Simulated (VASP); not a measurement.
Set up this calculation in VASP 6.6.1, as the native input.

| Item | Value |
| --- | --- |
| Task | single point |
| Functional | r2SCAN |
| Potentials or basis | VASP PAW PBE potentials, release 64 (Al, Ti_sv) |
| Cutoff | 520 eV |
| k mesh | 2 × 2 × 2 |
| Occupations | gaussian, width 0.15 eV |
| Spin | no spin polarisation |
| Dipole correction | no |
| Further INCAR settings | LREAL = Auto; ALGO = Normal; EDIFF = 1e-07; NBANDS = 72 |

TiAl30 (a cell with a defect):

```
Al Ti
1.0
     8.10000    0.00000    0.00000
     0.00000    8.10000    0.00000
     0.00000    0.00000    8.10000
Al Ti
30 1
Direct
  0.49469 0.99994 0.01743
  0.75115 0.25343 0.99650
  0.75007 0.99995 0.25261
  0.99719 0.99999 0.99693
  0.24713 0.25180 0.99859
  0.50295 0.49994 0.99515
  0.75118 0.74652 0.99647
  0.50175 0.26586 0.24426
  0.75578 0.49995 0.25313
  0.74703 0.24688 0.49988
  0.74831 0.99999 0.74794
  0.99814 0.49999 0.99820
  0.24713 0.74815 0.99861
  0.99881 0.25149 0.24694
  0.24526 0.49994 0.24522
  0.50181 0.73397 0.24420
  0.01747 0.99996 0.49480
  0.24410 0.26611 0.50199
  0.50469 0.49995 0.50464
  0.74701 0.75305 0.49987
  0.25242 0.99997 0.75047
  0.49996 0.24671 0.74690
  0.74816 0.49999 0.74819
  0.99883 0.74847 0.24693
  0.99508 0.49998 0.50269
  0.24406 0.73377 0.50199
  0.99654 0.25390 0.75116
  0.25340 0.49997 0.75587
  0.49994 0.75322 0.74689
  0.99654 0.74607 0.75115
  0.46984 0.99985 0.47035
```

The input as run:

POSCAR

```
TiAl30
1.0
    8.1000000000      0.0000000000      0.0000000000
    0.0000000000      8.1000000000      0.0000000000
    0.0000000000      0.0000000000      8.1000000000
Al Ti
30 1
Direct
    0.4946930864     -0.0000616049      0.0174311111
    0.7511548148      0.2534345679     -0.0035011111
    0.7500692593     -0.0000530864      0.2526109877
   -0.0028051852     -0.0000116049     -0.0030683951
    0.2471334568      0.2518013580     -0.0014141975
    0.5029502469      0.4999435802     -0.0048522222
    0.7511758025      0.7465180247     -0.0035265432
    0.5017479012      0.2658550617      0.2442639506
    0.7557766667      0.4999466667      0.2531324691
    0.7470300000      0.2468849383      0.4998838272
    0.7483102469     -0.0000112346      0.7479395062
   -0.0018628395      0.4999902469     -0.0017965432
    0.2471323457      0.7481514815     -0.0013854321
   -0.0011850617      0.2514916049      0.2469413580
    0.2452554321      0.4999407407      0.2452207407
    0.5018080247      0.7339677778      0.2442037037
    0.0174743210     -0.0000371605      0.4948009877
    0.2440987654      0.2661116049      0.5019853086
    0.5046882716      0.4999480247      0.5046354321
    0.7470055556      0.7530549383      0.4998735802
    0.2524170370     -0.0000345679      0.7504719753
    0.4999565432      0.2467060494      0.7468977778
    0.7481619753      0.4999876543      0.7481913580
   -0.0011709877      0.7484692593      0.2469332099
   -0.0049158025      0.4999766667      0.5026925926
    0.2440627160      0.7337691358      0.5019882716
   -0.0034562963      0.2539002469      0.7511551852
    0.2533998765      0.4999741975      0.7558670370
    0.4999379012      0.7532223457      0.7468933333
   -0.0034588889      0.7460707407      0.7511513580
    0.4698392593     -0.0001518519      0.4703490123
```

INCAR.step1

```
SYSTEM = TiAl30
PREC = Accurate ; ENCUT = 520
ISMEAR = 0 ; SIGMA = 0.15
LREAL = Auto ; LASPH = .TRUE.
NELM = 60 ; NBANDS = 72
GGA = PE ; ALGO = Normal
EDIFF = 1E-4 ; LWAVE = .TRUE.
LCHARG = .FALSE.
```

INCAR.step2

```
SYSTEM = TiAl30
PREC = Accurate ; ENCUT = 520
EDIFF = 1E-7 ; ISMEAR = 0
SIGMA = 0.15 ; LREAL = Auto
LASPH = .TRUE. ; NELM = 60
ALGO = Normal ; ISIF = 2
LWAVE = .FALSE. ; LCHARG = .FALSE.
METAGGA = R2SCAN ; LMIXTAU = .TRUE.
NBANDS = 72 ; ISTART = 1
```

KPOINTS

```
regular mesh
0
G
  2 2 2
  0 0 0
```

Potentials or basis: VASP PAW PBE potentials, release 64 (Al, Ti_sv).

Run with:

```console
$ cat potpaw_PBE.64/Al/POTCAR potpaw_PBE.64/Ti_sv/POTCAR > POTCAR
$ cp INCAR.step1 INCAR
$ mpirun -np 1 vasp_std > vasp.out
$ cp INCAR.step2 INCAR
$ mpirun -np 1 vasp_std > vasp.out
```

Results of the run:

| Quantity | Value |
| --- | --- |
| Pressure | -4.4 GPa |
| Largest force | 0.950 eV/Å |
| Band gap on the k mesh | zero (band 51 reaches 7.68 eV, above the bottom of band 52 at 7.16 eV) |

Caveat: the k points lie up to 0.39 Å⁻¹ apart; the PAW data sets were made with another functional, which shifts forces and pressure a little.

Run time: 25 min on 1 thread of Oxide Virtual Turin-like Processor (shared host), peak memory 0.6 GiB.
